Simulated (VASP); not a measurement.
# AlNi in VASP: further runs

Runs on AlNi. Level: PBE. Tasks: single point.

Everything below comes from runs of VASP 6.6.1. Logs are shortened: lines on timing, memory, paths and dates and some standing lists are left out, and cuts for length are marked.

**1. The cell of the first run**

The cell holds a wire or tube with vacuum around it, 14 atoms: a = 15.100 Å, b = 15.100 Å, c = 3.812 Å, α = 90.00°, β = 90.00°, γ = 90.00°.

**2. Single point, PBE**

File INCAR:

```
PREC     = Accurate       # precision mode
ENCUT    = 520            # plane-wave cutoff, eV
EDIFF    = 1E-6           # SCF threshold, eV
ISMEAR   = 0              # smearing method
SIGMA    = 0.05           # smearing width, eV
LREAL    = False          # projectors in reciprocal space
LASPH    = True           # aspherical terms in the spheres
NELM     = 80             # most SCF steps
ALGO     = Normal         # electronic algorithm
ISIF     = 2              # what is computed and relaxed
LWAVE    = False          # write WAVECAR
LCHARG   = False          # write CHGCAR
GGA      = PE             # functional
NBANDS   = 58             # bands
```

File KPOINTS:

```
Automatic mesh
0
Gamma
  1 1 13
```

File POSCAR:

```
AlNi
1.0
   15.1000000000      0.0000000000      0.0000000000
    0.0000000000     15.1000000000      0.0000000000
    0.0000000000      0.0000000000      3.8123077234
Al Ni
7 7
Direct
    0.3040451138      0.5965180448      0.0000000000
    0.3027909240      0.4042992643      0.0000000000
    0.5681156774      0.6101134172      0.0000000000
    0.5670793332      0.3875002265      0.0000000000
    0.4347726000      0.6033302155      0.5000000000
    0.4339457996      0.3924464989      0.5000000000
    0.6916149765      0.5977382836      0.5000000000
    0.4376615588      0.6966764489      0.0000000000
    0.4449098995      0.5002019301      0.0000000000
    0.4294972327      0.3037393370      0.0000000000
    0.3163152078      0.5002350464      0.5000000000
    0.6773011922      0.5024420033      0.0000000000
    0.5565212765      0.7015002125      0.5000000000
    0.5644730509      0.4906514749      0.5000000000
```

Potentials or basis: VASP PAW PBE potentials, release 64 (Al, Ni).

Command:

```sh
$ cat potpaw_PBE.64/Al/POTCAR potpaw_PBE.64/Ni/POTCAR > POTCAR
$ mpirun -np 1 vasp_std > vasp.out
```

OUTCAR:

```text
PREC = Accurate
   ENCUT = 520
   EDIFF = 1E-6
   ISMEAR = 0
   LREAL = False
   LASPH = True
   NELM = 80
   ISIF = 2
   GGA = PE

 ion  position               nearest neighbor table
   1  0.304  0.597  0.000-  11 2.40  11 2.40   8 2.52   9 2.58   5 2.75   5 2.75   2 2.90
   2  0.303  0.404  0.000-  11 2.40  11 2.40  10 2.44   9 2.59   6 2.75   6 2.75   1 2.90
   3  0.568  0.610  0.000-  12 2.32  13 2.36  13 2.36   8 2.36   9 2.49  14 2.62  14 2.62   7 2.67
                             7 2.67   5 2.77   5 2.77   4 3.36
   4  0.567  0.388  0.000-  12 2.40  10 2.43  14 2.46  14 2.46   9 2.51   6 2.77   6 2.77   3 3.36

   5  0.435  0.603  0.500-  13 2.36   8 2.37   8 2.37  11 2.37   9 2.47   9 2.47  14 2.59   1 2.75
                             1 2.75   3 2.77   3 2.77   6 3.18
   6  0.434  0.392  0.500-  10 2.33  10 2.33  11 2.41  14 2.47   9 2.51   9 2.51   2 2.75   2 2.75
                             4 2.77   4 2.77   5 3.18
   7  0.692  0.598  0.500-  12 2.40  12 2.40  14 2.51  13 2.57   3 2.67   3 2.67
   8  0.438  0.697  0.000-   3 2.36   5 2.37   5 2.37   1 2.52  13 2.62  13 2.62   9 2.97
   9  0.445  0.500  0.000-   5 2.47   5 2.47   3 2.49   4 2.51   6 2.51   6 2.51   1 2.58   2 2.59
                            14 2.63  14 2.63  11 2.72  11 2.72   8 2.97  10 2.98
  10  0.429  0.304  0.000-   6 2.33   6 2.33   4 2.43   2 2.44   9 2.98
  11  0.316  0.500  0.500-   5 2.37   2 2.40   2 2.40   1 2.40   1 2.40   6 2.41   9 2.72   9 2.72

  12  0.677  0.502  0.000-   3 2.32   7 2.40   7 2.40   4 2.40  14 2.56  14 2.56
  13  0.557  0.702  0.500-   3 2.36   3 2.36   5 2.36   7 2.57   8 2.62   8 2.62
  14  0.564  0.491  0.500-   4 2.46   4 2.46   6 2.47   7 2.51  12 2.56  12 2.56   5 2.59   3 2.62
                             3 2.62   9 2.63   9 2.63

  LATTYP: Found a simple tetragonal cell.
 ALAT       =    15.1000000000
 C/A-ratio  =     0.2524707102

  Lattice vectors:

 A1 = (  15.1000000000,   0.0000000000,   0.0000000000)
 A2 = (   0.0000000000,  15.1000000000,   0.0000000000)
 A3 = (   0.0000000000,   0.0000000000,   3.8123077234)

Analysis of symmetry for initial positions (statically):
=====================================================================
 Subroutine PRICEL returns:
 Original cell was already a primitive cell.

 Routine SETGRP: Setting up the symmetry group for a
 simple tetragonal supercell.

 Subroutine GETGRP returns: Found  2 space group operations
 (whereof  2 operations were pure point group operations)
 out of a pool of 16 trial point group operations.

The static configuration has the point symmetry C_1h.

Analysis of symmetry for dynamics (positions and initial velocities):
=====================================================================
 Subroutine PRICEL returns:
 Original cell was already a primitive cell.

 Routine SETGRP: Setting up the symmetry group for a
 simple tetragonal supercell.

 Subroutine GETGRP returns: Found  2 space group operations
 (whereof  2 operations were pure point group operations)
 out of a pool of 16 trial point group operations.

The dynamic configuration has the point symmetry C_1h.

 Subroutine INISYM returns: Found  2 space group operations
 (whereof  2 operations are pure point group operations),
 and found     1 'primitive' translations

----------------------------------------------------------------------------------------

                                     Primitive cell

  volume of cell :     869.2443

  direct lattice vectors                    reciprocal lattice vectors
    15.100000000  0.000000000  0.000000000     0.066225166  0.000000000  0.000000000
     0.000000000 15.100000000  0.000000000     0.000000000  0.066225166  0.000000000
     0.000000000  0.000000000  3.812307723     0.000000000  0.000000000  0.262308311

  length of vectors
    15.100000000 15.100000000  3.812307723     0.066225166  0.066225166  0.262308311

  position of ions in fractional coordinates (direct lattice)
     0.304045114  0.596518045  0.000000000
     0.302790924  0.404299264  0.000000000
     0.568115677  0.610113417  0.000000000
     0.567079333  0.387500227  0.000000000
     0.434772600  0.603330216  0.500000000
     0.433945800  0.392446499  0.500000000
     0.691614976  0.597738284  0.500000000
     0.437661559  0.696676449  0.000000000
[... 35 lines left out ...]
     0.066225166  0.000000000  0.000000000     1.000000000  0.000000000  0.000000000
     0.000000000  0.066225166  0.000000000     0.000000000  1.000000000  0.000000000
     0.000000000  0.000000000  0.020177562     0.000000000  0.000000000  0.076923077

  Length of vectors
     0.066225166  0.066225166  0.020177562

  Shift w.r.t. Gamma in fractional coordinates (k-lattice)
     0.000000000  0.000000000  0.000000000

 Subroutine IBZKPT returns following result:
 ===========================================

 Found      7 irreducible k-points:

 Following reciprocal coordinates:
            Coordinates               Weight
  0.000000  0.000000  0.000000      1.000000
  0.000000  0.000000  0.076923      2.000000
  0.000000  0.000000  0.153846      2.000000
  0.000000  0.000000  0.230769      2.000000
  0.000000  0.000000  0.307692      2.000000
  0.000000  0.000000  0.384615      2.000000
  0.000000  0.000000  0.461538      2.000000
   k-points           NKPTS =      7   k-points in BZ     NKDIM =      7   number of bands    NBANDS=     58
   number of dos      NEDOS =    301   number of ions     NIONS =     14
   total plane-waves  NPLWV = 351232
   dimension x,y,z NGX =   112 NGY =  112 NGZ =   28
   dimension x,y,z NGXF=   224 NGYF=  224 NGZF=   56
   ions per type =               7   7
   NGX,Y,Z   is equivalent  to a cutoff of  12.33, 12.33, 12.21 a.u.
   NGXF,Y,Z  is equivalent  to a cutoff of  24.66, 24.66, 24.42 a.u.
 SYSTEM =  unknown system
   PREC   = accura    normal or accurate (medium, high low for compatibility)
   ISTART =      0    job   : 0-new  1-cont  2-samecut
   ICHARG =      2    charge: 1-file 2-atom 10-const
   ISPIN  =      1    spin polarized calculation?
   LNONCOLLINEAR =      F non collinear calculations
   LSORBIT =      F    spin-orbit coupling
   LASPH  =      T    aspherical Exc in radial PAW
   ENCUT  =  520.0 eV  38.22 Ry    6.18 a.u.  28.08 28.08  7.09*2*pi/ulx,y,z
   NELM   =     80;   NELMIN=  2; NELMDL= -5     # of ELM steps
   EDIFF  = 0.1E-05   stopping-criterion for ELM
   LREAL  =      F    real-space projection
   EDIFFG = 0.1E-04   stopping-criterion for IOM
   NSW    =      0    number of steps for IOM
   IBRION =     -1    ionic relax: 0-MD 1-quasi-New 2-CG
   NFREE  =      0    steps in history (QN), initial steepest desc. (CG)
   ISIF   =      2    stress and relaxation
   ISYM   =      2    0-nonsym 1-usesym 2-fastsym
   POTIM  = 0.5000    time-step for ionic-motion
   TEBEG  =    0.0;   TEEND  =   0.0 temperature during run
   PSTRESS=    0.0 pullay stress
   NELECT =      91.0000    total number of electrons
   NUPDOWN=      -1.0000    fix difference up-down
   EMIN   =  10.00;   EMAX   =-10.00  energy-range for DOS
   EFERMI =   0.00;   METHOD = LEGACY
   ISMEAR =     0;   SIGMA  =   0.05  broadening in eV -4-tet -1-fermi 0-gaus
   EFERMI_NEDOS =   21; number of points for ismear=-14 and -15
   IALGO  =     38    algorithm
   IMIX   =      4    mixing-type and parameters
     AMIX     =   0.40;   BMIX     =  1.00
     AMIX_MAG =   1.60;   BMIX_MAG =  1.00
  volume/ion in A,a.u.               =      62.09       419.00
  Fermi-wavevector in a.u.,A,eV,Ry     =   0.771569  1.458054  8.099800  0.595318
  Thomas-Fermi vector in A             =   1.873015
   LORBIT       =      0    0 simple, 1 ext, 2 COOP (PROOUT), +10 PAW based schemes
   GGA     = PE    functional components
   LHFCALC =     F    Hartree Fock is set to
   AEXX    =    0.0000 exact exchange contribution
   IVDW    =     0    specifies the selected vdW correction
   LEPSILON=     F    determine dielectric tensor
   LRPA    =     F    only Hartree local field effects (RPA)
 non-spin polarized calculation
 Gauss-broadening in eV      SIGMA  =   0.05
  energy-cutoff  :      520.00
  volume of cell :      869.24
 maximum number of plane-waves:     23494
   NGX = 57   NGY = 57   NGZ = 15

 number of electron      91.0000042 magnetization

 Free energy of the ion-electron system (eV)
  ---------------------------------------------------
  ext. energy  EPLUGINS =         0.00000000
  ---------------------------------------------------
  free energy    TOTEN  =       -60.93940270 eV

  energy without entropy =      -60.92928556  energy(sigma->0) =      -60.93434413

 E-fermi :  -1.5289     XC(G=0):  -3.6604

 val. band max:       -1.5376504934   @ k =   0.0000   0.0000   0.4615
 cond. band min:      -1.4685775623   @ k =   0.0000   0.0000   0.3846
 fundamental gap:      0.0690729311
 Fermi energy:        -1.5289384906

 k-point     1 :       0.0000    0.0000    0.0000
  band No.  band energies     occupation
      1     -11.2217      2.00000
      2      -9.7204      2.00000
      3      -9.1525      2.00000
      4      -7.7266      2.00000
      5      -7.1181      2.00000
      6      -6.2487      2.00000
[... 409 lines left out ...]
     56       1.2530      0.00000
     57       1.7159      0.00000
 [bands above 57 left out]

------------------------ aborting loop because EDIFF is reached ----------------------------------------

  FORCE on cell =-STRESS in cart. coord.  units (eV):
  Direction    XX          YY          ZZ          XY          YZ          ZX
  --------------------------------------------------------------------------------------
  -------------------------------------------------------------------------------------
  Total        0.0961504      0.1233718      0.1520463     -0.0331422      0.0000000      0.0000000
  in kB        0.1772229      0.2273970      0.2802494     -0.0610872      0.0000000      0.0000000
  external PRESSURE =       0.2282898 kB  Pullay stress =       0.0000000 kB

 VOLUME and BASIS-vectors are now :
 -----------------------------------------------------------------------------
  energy-cutoff  :      520.00
  volume of cell :      869.24
      direct lattice vectors                 reciprocal lattice vectors
    15.100000000  0.000000000  0.000000000     0.066225166  0.000000000  0.000000000
     0.000000000 15.100000000  0.000000000     0.000000000  0.066225166  0.000000000
     0.000000000  0.000000000  3.812307723     0.000000000  0.000000000  0.262308311

 POSITION                                       TOTAL-FORCE (eV/Angst)
 -----------------------------------------------------------------------------------
      4.59108      9.00742      0.00000        -0.002745      0.002671      0.000000
      4.57214      6.10492      0.00000         0.009112     -0.002582      0.000000
      8.57855      9.21271      0.00000        -0.001766     -0.003073      0.000000
      8.56290      5.85125      0.00000         0.004961     -0.009705      0.000000
      6.56507      9.11029      1.90615         0.000690     -0.006649      0.000000
      6.55258      5.92594      1.90615        -0.004563      0.001946      0.000000
     10.44339      9.02585      1.90615        -0.003838      0.000822      0.000000
      6.60869     10.51981      0.00000        -0.015926      0.012768      0.000000
      6.71814      7.55305      0.00000        -0.004546      0.002744      0.000000
      6.48541      4.58646      0.00000        -0.000037     -0.009510      0.000000
      4.77636      7.55355      1.90615        -0.016597      0.002847      0.000000
     10.22725      7.58687      0.00000         0.017674     -0.012397      0.000000
      8.40347     10.59265      1.90615         0.014025      0.020681      0.000000
      8.52354      7.40884      1.90615         0.003557     -0.000564      0.000000
 -----------------------------------------------------------------------------------
    total drift:                               -0.000069      0.000391     -0.000006

  FREE ENERGIE OF THE ION-ELECTRON SYSTEM (eV)
  ---------------------------------------------------
  free  energy   TOTEN  =       -60.9394026964 eV

  energy  without entropy=      -60.9292855557  energy(sigma->0) =      -60.93434413
```

Wall time 13 min (1 thread of Intel Xeon Platinum 8559C (Emerald Rapids), shared host); peak memory 0.83 GiB.

Results:

| Property | Result |
| --- | --- |
| Free energy | -60.9394 eV |
| Largest force | 0.025 eV/Å |
| Band gap on the k mesh | zero (an odd number of electrons rules out a gap without spin polarisation) |

Forces in eV/Å, atoms in the order of the input:
```
Al  -0.003  0.003  0.000
Al   0.009 -0.003  0.000
Al  -0.002 -0.003  0.000
Al   0.005 -0.010  0.000
Al   0.001 -0.007  0.000
Al  -0.005  0.002  0.000
Al  -0.004  0.001  0.000
Ni  -0.016  0.013  0.000
Ni  -0.005  0.003  0.000
Ni   0.000 -0.010  0.000
Ni  -0.017  0.003  0.000
Ni   0.018 -0.012  0.000
Ni   0.014  0.021  0.000
Ni   0.004 -0.001  0.000
```

Spin polarisation is off, so any magnetic state and its effect on volume and gap are missing.

**3. Single point, PBE**

This run uses another cell than the first one.

File INCAR:

```
SYSTEM = AlNi
PREC     = Accurate       ! precision mode
ENCUT    = 520            ! plane-wave cutoff, eV
EDIFF    = 1E-6           ! SCF threshold, eV
ISMEAR   = 0              ! smearing method
SIGMA    = 0.05           ! smearing width, eV
LREAL    = .False.        ! projectors in reciprocal space
LASPH    = .True.         ! aspherical terms in the spheres
NELM     = 100            ! most SCF steps
ALGO     = Normal         ! electronic algorithm
ISIF     = 2              ! what is computed and relaxed
LWAVE    = .False.        ! write WAVECAR
LCHARG   = .True.         ! write CHGCAR
GGA      = PE             ! functional
LELF     = .True.         ! ELF
LVHAR    = .True.       
NBANDS   = 58             ! bands
```

File KPOINTS:

```
regular mesh
0
Gamma
  1 1 13
  0 0 0
```

File POSCAR:

```
AlNi
1.0
   15.1000000000      0.0000000000      0.0000000000
    0.0000000000     15.1000000000      0.0000000000
    0.0000000000      0.0000000000      4.0914379709
Al Ni
7 7
Direct
    0.2967828822      0.5957974680      0.0000000000
    0.2967828822      0.4042025320      0.0000000000
    0.5677390393      0.5957974680      0.0000000000
    0.5677390393      0.4042025320      0.0000000000
    0.4322609607      0.5957974680      0.5000000000
    0.4322609607      0.4042025320      0.5000000000
    0.7032171178      0.5957974680      0.5000000000
    0.4322609607      0.6915949360      0.0000000000
    0.4322609607      0.5000000000      0.0000000000
    0.4322609607      0.3084050640      0.0000000000
    0.2967828822      0.5000000000      0.5000000000
    0.7032171178      0.5000000000      0.0000000000
    0.5677390393      0.6915949360      0.5000000000
    0.5677390393      0.5000000000      0.5000000000
```

Potentials or basis: VASP PAW PBE potentials, release 64 (Al, Ni).

Command:

```sh
$ cat potpaw_PBE.64/Al/POTCAR potpaw_PBE.64/Ni/POTCAR > POTCAR
$ mpirun -np 1 vasp_std > vasp.out
```

OUTCAR:

```text
SYSTEM = AlNi
   PREC = Accurate
   ENCUT = 520
   EDIFF = 1E-6
   ISMEAR = 0
   LREAL = .False.
   LASPH = .True.
   NELM = 100
   ISIF = 2
   GGA = PE

 ion  position               nearest neighbor table
   1  0.297  0.596  0.000-   8 2.51   9 2.51  11 2.51  11 2.51   2 2.89   5 2.89   5 2.89
   2  0.297  0.404  0.000-   9 2.51  10 2.51  11 2.51  11 2.51   1 2.89   6 2.89   6 2.89
   3  0.568  0.596  0.000-  12 2.51  13 2.51  14 2.51  13 2.51  14 2.51   9 2.51   8 2.51   4 2.89
                             7 2.89   7 2.89   5 2.89   5 2.89
[... 649 lines left out ...]
  volume of cell :      932.89
      direct lattice vectors                 reciprocal lattice vectors
    15.100000000  0.000000000  0.000000000     0.066225166  0.000000000  0.000000000
     0.000000000 15.100000000  0.000000000     0.000000000  0.066225166  0.000000000
     0.000000000  0.000000000  4.091437971     0.000000000  0.000000000  0.244412846

 POSITION                                       TOTAL-FORCE (eV/Angst)
 -----------------------------------------------------------------------------------
      4.48142      8.99654      0.00000         0.379726     -0.172575      0.000000
      4.48142      6.10346      0.00000         0.263080      0.035847      0.000000
      8.57286      8.99654      0.00000         0.287118      0.607125      0.000000
      8.57286      6.10346      0.00000        -0.068646      0.112002      0.000000
      6.52714      8.99654      2.04572        -0.125434      0.567188      0.000000
      6.52714      6.10346      2.04572        -0.149313     -0.517922      0.000000
     10.61858      8.99654      2.04572        -0.425774     -0.415169      0.000000
      6.52714     10.44308      0.00000         0.461947     -0.848866      0.000000
      6.52714      7.55000      0.00000         0.331546      0.066267      0.000000
      6.52714      4.65692      0.00000         0.005377      1.201263      0.000000
      4.48142      7.55000      2.04572         0.731330     -0.001443      0.000000
     10.61858      7.55000      0.00000        -1.230969      0.624439      0.000000
      8.57286     10.44308      2.04572        -0.479477     -0.946359      0.000000
      8.57286      7.55000      2.04572         0.019487     -0.311798      0.000000
 -----------------------------------------------------------------------------------
    total drift:                                0.000476      0.000045     -0.000002

  FREE ENERGIE OF THE ION-ELECTRON SYSTEM (eV)
  ---------------------------------------------------
  free  energy   TOTEN  =       -59.7955042873 eV

  energy  without entropy=      -59.7799947940  energy(sigma->0) =      -59.78774954
```

OSZICAR:

```text
N       E                     dE             d eps       ncg     rms          rms(c)
DAV:   1     0.488153988660E+03    0.48815E+03   -0.31039E+04   812   0.120E+03
DAV:   2    -0.351568592281E+02   -0.52331E+03   -0.50507E+03   872   0.292E+02
DAV:   3    -0.690308782836E+02   -0.33874E+02   -0.32766E+02   934   0.959E+01
[... 25 lines left out ...]
DAV:  29    -0.597954760961E+02   -0.47280E-04   -0.31105E-06   666   0.142E-02    0.408E-03
DAV:  30    -0.597954887613E+02   -0.12665E-04   -0.11408E-06   580   0.108E-02    0.244E-03
DAV:  31    -0.597955000351E+02   -0.11274E-04   -0.99616E-07   548   0.575E-03    0.152E-03
DAV:  32    -0.597955038599E+02   -0.38248E-05   -0.41749E-07   552   0.474E-03    0.158E-03
DAV:  33    -0.597955042873E+02   -0.42731E-06   -0.13888E-07   514   0.391E-03
   1 F= -.59795504E+02 E0= -.59787750E+02  d E =-.155095E-01
```

stdout:

```text
POSCAR found type information on POSCAR AlNi
 POSCAR found :  2 types and      14 ions
 scaLAPACK will be used
 LDA part: xc-table for (Slater+PW92), standard interpolation
 POSCAR, INCAR and KPOINTS ok, starting setup
 FFT: planning ... GRIDC
 FFT: planning ... GRID_SOFT
 FFT: planning ... GRID
 WAVECAR not read
 entering main loop
```

Run time: 17 min. Hardware: 1 thread of Intel Xeon Platinum 8559C (Emerald Rapids), shared host; peak memory 0.89 GiB.

What came out:

```
Free energy            : -59.7955 eV
Largest force          : 1.380 eV/Å
Band gap on the k mesh : zero (an odd number of electrons rules out a gap without spin polarisation)
```

Forces on the atoms (eV/Å):
```
Al   0.380 -0.173  0.000
Al   0.263  0.036  0.000
Al   0.287  0.607  0.000
Al  -0.069  0.112  0.000
Al  -0.125  0.567  0.000
Al  -0.149 -0.518  0.000
Al  -0.426 -0.415  0.000
Ni   0.462 -0.849  0.000
Ni   0.332  0.066  0.000
Ni   0.005  1.201  0.000
Ni   0.731 -0.001  0.000
Ni  -1.231  0.624  0.000
Ni  -0.479 -0.946  0.000
Ni   0.019 -0.312  0.000
```

Spin polarisation is off, so any magnetic state and its effect on volume and gap are missing.

The gap in the log of VASP goes by the Fermi energy; the results here count the filled bands.